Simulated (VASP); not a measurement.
# TiH (Fm-3m) in VASP: a series of runs

TiH is run at these levels: PBEsol; tasks: single point.

Program: VASP 6.6.1. These are calculated values, not measurements. Logs are shortened: lines on timing, memory, paths and dates and some standing lists are left out, and cuts for length are marked.

### 1 The cell of the first run

The structure is cubic, space group Fm-3m (No. 225). Conventional cell: a = 4.094 Å, b = 4.094 Å, c = 4.094 Å, α = 90.00°, β = 90.00°, γ = 90.00°. Within 2.7 Å of Ti (site symmetry m-3m) lie 6 H at 2.05 Å. Within 2.7 Å of H (site symmetry m-3m) lie 6 Ti at 2.05 Å.

### 2 Single point, PBEsol

INCAR

```
  ALGO = Normal
  EDIFF = 1E-6
  ENCUT = 520
  GGA = PS
  ISIF = 2
  ISMEAR = -1
  LASPH = T
  LCHARG = T
  LELF = T
  LREAL = F
  LVHAR = T
  LWAVE = F
  NBANDS = 14
  NELM = 60
  PREC = Accurate
  SIGMA = 0.05
```

KPOINTS

```
k-points
0
Gamma
  12 12 12
```

POSCAR

```
TiH
1.0
    0.0000000000      2.0470381526      2.0470381526
    2.0470381526      0.0000000000      2.0470381526
    2.0470381526      2.0470381526      0.0000000000
Ti H
1 1
Direct
    0.0000000000      0.0000000000      0.0000000000
    0.5000000000      0.5000000000      0.5000000000
```

Potentials or basis: VASP PAW PBE potentials, release 64 (Ti_sv, H).

Command:

```console
$ cat potpaw_PBE.64/Ti_sv/POTCAR potpaw_PBE.64/H/POTCAR > POTCAR
$ mpirun -np 1 vasp_std > vasp.out
```

OUTCAR:

```text
EDIFF = 1E-6
   ENCUT = 520
   GGA = PS
   ISIF = 2
   ISMEAR = -1
   LASPH = T
   LREAL = F
   NELM = 60
   PREC = Accurate

 ion  position               nearest neighbor table
   1  0.000  0.000  0.000-
   2  0.500  0.500  0.500-

  LATTYP: Found a face centered cubic cell.
 ALAT       =     4.0940763052

  Lattice vectors:

 A1 = (   0.0000000000,   2.0470381526,   2.0470381526)
 A2 = (   2.0470381526,   0.0000000000,   2.0470381526)
 A3 = (   2.0470381526,   2.0470381526,   0.0000000000)

Analysis of symmetry for initial positions (statically):
=====================================================================
 Subroutine PRICEL returns:
 Original cell was already a primitive cell.

 Routine SETGRP: Setting up the symmetry group for a
 face centered cubic supercell.

 Subroutine GETGRP returns: Found 48 space group operations
 (whereof 48 operations were pure point group operations)
 out of a pool of 48 trial point group operations.

The static configuration has the point symmetry O_h .

Analysis of symmetry for dynamics (positions and initial velocities):
=====================================================================
 Subroutine PRICEL returns:
 Original cell was already a primitive cell.

 Routine SETGRP: Setting up the symmetry group for a
 face centered cubic supercell.

 Subroutine GETGRP returns: Found 48 space group operations
 (whereof 48 operations were pure point group operations)
 out of a pool of 48 trial point group operations.

The dynamic configuration has the point symmetry O_h .

 Subroutine INISYM returns: Found 48 space group operations
 (whereof 48 operations are pure point group operations),
 and found     1 'primitive' translations

----------------------------------------------------------------------------------------

                                     Primitive cell

  volume of cell :      17.1557

  direct lattice vectors                    reciprocal lattice vectors
     0.000000000  2.047038153  2.047038153    -0.244255340  0.244255340  0.244255340
     2.047038153  0.000000000  2.047038153     0.244255340 -0.244255340  0.244255340
     2.047038153  2.047038153  0.000000000     0.244255340  0.244255340 -0.244255340

  length of vectors
     2.894949118  2.894949118  2.894949118     0.423062659  0.423062659  0.423062659

  position of ions in fractional coordinates (direct lattice)
     0.000000000  0.000000000  0.000000000
     0.500000000  0.500000000  0.500000000

  ion indices of the primitive-cell ions
   primitive index   ion index
                 1           1
                 2           2

----------------------------------------------------------------------------------------

 KPOINTS: k-points

Automatic generation of k-mesh.
 Grid dimensions read from file:
 generate k-points for:   12   12   12

 Generating k-lattice:

  Cartesian coordinates                     Fractional coordinates (reciprocal lattice)
    -0.020354612  0.020354612  0.020354612     0.083333333  0.000000000  0.000000000
     0.020354612 -0.020354612  0.020354612     0.000000000  0.083333333  0.000000000
     0.020354612  0.020354612 -0.020354612     0.000000000  0.000000000  0.083333333

  Length of vectors
     0.035255222  0.035255222  0.035255222

  Shift w.r.t. Gamma in fractional coordinates (k-lattice)
     0.000000000  0.000000000  0.000000000

 Subroutine IBZKPT returns following result:
 ===========================================

 Found     72 irreducible k-points:

 Following reciprocal coordinates:
            Coordinates               Weight
  0.000000  0.000000  0.000000      1.000000
  0.083333  0.000000  0.000000      8.000000
  0.166667  0.000000  0.000000      8.000000
  0.250000  0.000000  0.000000      8.000000
  0.333333  0.000000  0.000000      8.000000
  0.416667  0.000000  0.000000      8.000000
[... 16 lines left out ...]
  0.500000  0.166667  0.000000     24.000000
 -0.416667  0.166667  0.000000     24.000000
 [... further k-points ...]
   k-points           NKPTS =     72   k-points in BZ     NKDIM =     72   number of bands    NBANDS=     14
   number of dos      NEDOS =    301   number of ions     NIONS =      2
   total plane-waves  NPLWV =  13824
   dimension x,y,z NGX =    24 NGY =   24 NGZ =   24
   dimension x,y,z NGXF=    48 NGYF=   48 NGZF=   48
   ions per type =               1   1
   NGX,Y,Z   is equivalent  to a cutoff of  13.78, 13.78, 13.78 a.u.
   NGXF,Y,Z  is equivalent  to a cutoff of  27.56, 27.56, 27.56 a.u.
 SYSTEM =  unknown system
   PREC   = accura    normal or accurate (medium, high low for compatibility)
   ISTART =      0    job   : 0-new  1-cont  2-samecut
   ICHARG =      2    charge: 1-file 2-atom 10-const
   ISPIN  =      1    spin polarized calculation?
   LNONCOLLINEAR =      F non collinear calculations
   LSORBIT =      F    spin-orbit coupling
   LASPH  =      T    aspherical Exc in radial PAW
   ENCUT  =  520.0 eV  38.22 Ry    6.18 a.u.   5.38  5.38  5.38*2*pi/ulx,y,z
   NELM   =     60;   NELMIN=  2; NELMDL= -5     # of ELM steps
   EDIFF  = 0.1E-05   stopping-criterion for ELM
   LREAL  =      F    real-space projection
   EDIFFG = 0.1E-04   stopping-criterion for IOM
   NSW    =      0    number of steps for IOM
   IBRION =     -1    ionic relax: 0-MD 1-quasi-New 2-CG
   NFREE  =      0    steps in history (QN), initial steepest desc. (CG)
   ISIF   =      2    stress and relaxation
   ISYM   =      2    0-nonsym 1-usesym 2-fastsym
   POTIM  = 0.5000    time-step for ionic-motion
   TEBEG  =    0.0;   TEEND  =   0.0 temperature during run
   PSTRESS=    0.0 pullay stress
   NELECT =      13.0000    total number of electrons
   NUPDOWN=      -1.0000    fix difference up-down
   EMIN   =  10.00;   EMAX   =-10.00  energy-range for DOS
   EFERMI =   0.00;   METHOD = LEGACY
   ISMEAR =    -1;   SIGMA  =   0.05  broadening in eV -4-tet -1-fermi 0-gaus
   EFERMI_NEDOS =   21; number of points for ismear=-14 and -15
   IALGO  =     38    algorithm
   IMIX   =      4    mixing-type and parameters
     AMIX     =   0.40;   BMIX     =  1.00
     AMIX_MAG =   1.60;   BMIX_MAG =  1.00
  volume/ion in A,a.u.               =       8.58        57.89
  Fermi-wavevector in a.u.,A,eV,Ry     =   1.492519  2.820453 30.308535  2.227614
  Thomas-Fermi vector in A             =   2.605037
   LORBIT       =      0    0 simple, 1 ext, 2 COOP (PROOUT), +10 PAW based schemes
   GGA     = PS    functional components
   LHFCALC =     F    Hartree Fock is set to
   AEXX    =    0.0000 exact exchange contribution
   IVDW    =     0    specifies the selected vdW correction
   LEPSILON=     F    determine dielectric tensor
   LRPA    =     F    only Hartree local field effects (RPA)
 non-spin polarized calculation
  energy-cutoff  :      520.00
  volume of cell :       17.16
 maximum number of plane-waves:       477
 NGX is ok and might be reduce to    24
   NGX = 11   NGY = 11   NGZ = 11

 number of electron      13.0000003 magnetization

 Free energy of the ion-electron system (eV)
  ---------------------------------------------------
  ext. energy  EPLUGINS =         0.00000000
  ---------------------------------------------------
  free energy    TOTEN  =       -12.42138517 eV

  energy without entropy =      -12.40554674  energy(sigma->0) =      -12.41346595

 E-fermi :   9.3523     XC(G=0): -12.3598

 val. band max:        9.3461414500   @ k =   0.4167   0.3333   0.0833
 cond. band min:       9.3526457676   @ k =   0.4167   0.1667   0.0833
 fundamental gap:      0.0065043176
 Fermi energy:         9.3523207786

 k-point     1 :       0.0000    0.0000    0.0000
  band No.  band energies     occupation
      1     -47.0402      2.00000
      2     -23.0052      2.00000
      3     -23.0052      2.00000
      4     -23.0052      2.00000
      5      -0.4154      2.00000
      6      10.0515      0.00000
      7      10.0515      0.00000
      8      10.0515      0.00000
      9      11.6665      0.00000
     10      11.6665      0.00000
     11      20.6326      0.00000
     12      24.2397      0.00000
     13      26.1338      0.00000
     14      26.1338      0.00000

 k-point     2 :       0.0833    0.0000    0.0000
  band No.  band energies     occupation
      1     -47.0309      2.00000
      2     -23.0599      2.00000
      3     -23.0115      2.00000
      4     -23.0115      2.00000
      5      -0.2084      2.00000
      6       9.8867      0.00005
      7      10.1318      0.00000
      8      10.1318      0.00000
      9      11.5912      0.00000
     10      11.5912      0.00000
     11      19.7662      0.00000
     12      24.4280      0.00000
     13      26.3779      0.00000
     14      26.3779      0.00000

 k-point     3 :       0.1667    0.0000    0.0000
  band No.  band energies     occupation
      1     -47.0053      2.00000
      2     -23.2071      2.00000
      3     -23.0285      2.00000
      4     -23.0285      2.00000
      5       0.3864      2.00000
      6       9.4195      0.41414
      7      10.2643      0.00000
      8      10.2643      0.00000
      9      11.5060      0.00000
     10      11.5060      0.00000
     11      18.2603      0.00000
     12      24.4745      0.00000
     13      27.0067      0.00000
     14      27.0067      0.00000
[... 324 lines left out ...]
 k-point    23 :       0.5000    0.1667    0.0000
  band No.  band energies     occupation
      1     -46.8881      2.00000
      2     -23.6993      2.00000
      3     -23.2098      2.00000
      4     -23.1402      2.00000
      5       3.5954      2.00000
      6       6.9405      2.00000
      7       9.3598      0.92584
      8      10.2295      0.00000
      9      12.9541      0.00000
     10      12.9703      0.00000
     11      16.8395      0.00000
     12      19.5948      0.00000
     13      24.8231      0.00000
     14      25.5257      0.00000

 k-point    24 :      -0.4167    0.1667    0.0000
  band No.  band energies     occupation
      1     -46.8857      2.00000
      2     -23.7069      2.00000
      3     -23.2348      2.00000
      4     -23.1244      2.00000
      5       3.8224      2.00000
      6       6.7789      2.00000
      7       9.3326      1.19441
      8      10.1257      0.00000
      9      12.6667      0.00000
     10      13.3134      0.00000
     11      16.9452      0.00000
     12      19.3679      0.00000
     13      24.6905      0.00000
     14      25.7875      0.00000

 [... further k-points ...]
[... 5 lines left out ...]
  --------------------------------------------------------------------------------------
  -------------------------------------------------------------------------------------
  Total        0.6165586      0.6165586      0.6165586      0.0000000     -0.0000000      0.0000000
  in kB       57.5807277     57.5807277     57.5807277      0.0000000     -0.0000000      0.0000000
  external PRESSURE =      57.5807277 kB  Pullay stress =       0.0000000 kB

 VOLUME and BASIS-vectors are now :
 -----------------------------------------------------------------------------
  energy-cutoff  :      520.00
  volume of cell :       17.16
      direct lattice vectors                 reciprocal lattice vectors
     0.000000000  2.047038153  2.047038153    -0.244255340  0.244255340  0.244255340
     2.047038153  0.000000000  2.047038153     0.244255340 -0.244255340  0.244255340
     2.047038153  2.047038153  0.000000000     0.244255340  0.244255340 -0.244255340

 POSITION                                       TOTAL-FORCE (eV/Angst)
 -----------------------------------------------------------------------------------
      0.00000      0.00000      0.00000        -0.000000      0.000000     -0.000000
      2.04704      2.04704      2.04704         0.000000     -0.000000      0.000000
 -----------------------------------------------------------------------------------
    total drift:                                0.000000     -0.000000     -0.000000

  FREE ENERGIE OF THE ION-ELECTRON SYSTEM (eV)
  ---------------------------------------------------
  free  energy   TOTEN  =       -12.4213851665 eV

  energy  without entropy=      -12.4055467379  energy(sigma->0) =      -12.41346595
```

It took 34 s on 1 thread of AMD EPYC 7R13, shared host; peak memory 0.12 GiB.

Results:

* Free energy: -12.4214 eV
* Pressure: 5.8 GPa

Levels at points of the mesh, in eV from the Fermi level:
| k point | band 3 | band 4 | band 5 | band 6 | band 7 | band 8 | band 9 | band 10 |
| --- | --- | --- | --- | --- | --- | --- | --- | --- |
| (0.00, 0.00, 0.00) | -32.36 | -32.36 | -9.77 | 0.70 | 0.70 | 0.70 | 2.31 | 2.31 |
| (0.50, 0.00, 0.00) | -32.45 | -32.45 | -5.08 | -3.30 | 0.26 | 0.26 | 3.55 | 3.55 |
| (0.50, 0.50, 0.00) | -32.62 | -32.62 | -7.14 | -2.04 | 1.84 | 3.46 | 3.93 | 3.93 |

Caveat: the PAW data sets were made with another functional, which shifts forces and pressure a little.

### 3 Single point, PBEsol

This run uses another cell than the first one, of 8.85 Å³/atom, 1.032 times its volume.

INCAR

```
SYSTEM = TiH
PREC = Accurate ; ENCUT = 520
EDIFF = 1E-6 ; ISMEAR = -1
SIGMA = 0.05 ; LREAL = .FALSE.
LASPH = .TRUE. ; NELM = 80
ALGO = Normal ; ISIF = 2
LWAVE = .FALSE. ; LCHARG = .TRUE.
GGA = PS ; LELF = .TRUE.
LVHAR = .TRUE. ; NBANDS = 14
```

KPOINTS

```
regular mesh
0
G
  12 12 12
  0 0 0
```

POSCAR

```
TiH
1.0
    0.0000000000      2.0685875062      2.0685875062
    2.0685875062      0.0000000000      2.0685875062
    2.0685875062      2.0685875062      0.0000000000
Ti H
1 1
Direct
    0.0000000000      0.0000000000      0.0000000000
    0.5000000000      0.5000000000      0.5000000000
```

Potentials or basis: VASP PAW PBE potentials, release 64 (Ti_sv, H).

Command:

```console
$ cat potpaw_PBE.64/Ti_sv/POTCAR potpaw_PBE.64/H/POTCAR > POTCAR
$ mpirun -np 1 vasp_std > vasp.out
```

OUTCAR:

```text
SYSTEM = TiH
   PREC = Accurate
   ENCUT = 520
   EDIFF = 1E-6
   ISMEAR = -1
   LREAL = .FALSE.
   LASPH = .TRUE.
   NELM = 80
   ISIF = 2
   GGA = PS

 ion  position               nearest neighbor table
   1  0.000  0.000  0.000-
   2  0.500  0.500  0.500-

  LATTYP: Found a face centered cubic cell.
 ALAT       =     4.1371750124

  Lattice vectors:

 A1 = (   0.0000000000,   2.0685875062,   2.0685875062)
 A2 = (   2.0685875062,   0.0000000000,   2.0685875062)
 A3 = (   2.0685875062,   2.0685875062,   0.0000000000)
[... 582 lines left out ...]
      8       9.7620      0.00000
      9      12.1943      0.00000
     10      12.8134      0.00000
     11      16.2971      0.00000
     12      18.7500      0.00000
     13      23.9539      0.00000
     14      25.0236      0.00000

 [... further k-points ...]
[... 5 lines left out ...]
  --------------------------------------------------------------------------------------
  -------------------------------------------------------------------------------------
  Total        0.0725429      0.0725429      0.0725429      0.0000000      0.0000000     -0.0000000
  in kB        6.5652923      6.5652923      6.5652923      0.0000000      0.0000000     -0.0000000
  external PRESSURE =       6.5652923 kB  Pullay stress =       0.0000000 kB

 VOLUME and BASIS-vectors are now :
 -----------------------------------------------------------------------------
  energy-cutoff  :      520.00
  volume of cell :       17.70
      direct lattice vectors                 reciprocal lattice vectors
     0.000000000  2.068587506  2.068587506    -0.241710829  0.241710829  0.241710829
     2.068587506  0.000000000  2.068587506     0.241710829 -0.241710829  0.241710829
     2.068587506  2.068587506  0.000000000     0.241710829  0.241710829 -0.241710829

 POSITION                                       TOTAL-FORCE (eV/Angst)
 -----------------------------------------------------------------------------------
      0.00000      0.00000      0.00000        -0.000000      0.000000     -0.000000
      2.06859      2.06859      2.06859         0.000000      0.000000      0.000000
 -----------------------------------------------------------------------------------
    total drift:                                0.000000     -0.000000     -0.000000

  FREE ENERGIE OF THE ION-ELECTRON SYSTEM (eV)
  ---------------------------------------------------
  free  energy   TOTEN  =       -12.4329027543 eV

  energy  without entropy=      -12.4170949955  energy(sigma->0) =      -12.42499887
```

stdout:

```text
POSCAR found type information on POSCAR TiH
 POSCAR found :  2 types and       2 ions
 scaLAPACK will be used
 -----------------------------------------------------------------------------
|                                                                             |
|                                                                             |
|     You enforced a specific xc type in the INCAR file but a different       |
|     I HOPE YOU KNOW WHAT YOU ARE DOING!                                     |
|                                                                             |
 -----------------------------------------------------------------------------

 LDA part: xc-table for (Slater+PW92), standard interpolation
 POSCAR, INCAR and KPOINTS ok, starting setup
 FFT: planning ... GRIDC
 FFT: planning ... GRID_SOFT
 FFT: planning ... GRID
 WAVECAR not read
 entering main loop
```

Run time: 37 s. Hardware: 1 thread of AMD EPYC 7R13, shared host; peak memory 0.12 GiB.

Results:

```yaml
Free_energy: -12.4329 eV
Pressure: 0.7 GPa
```

Caveat: the PAW data sets were made with another functional, which shifts forces and pressure a little.
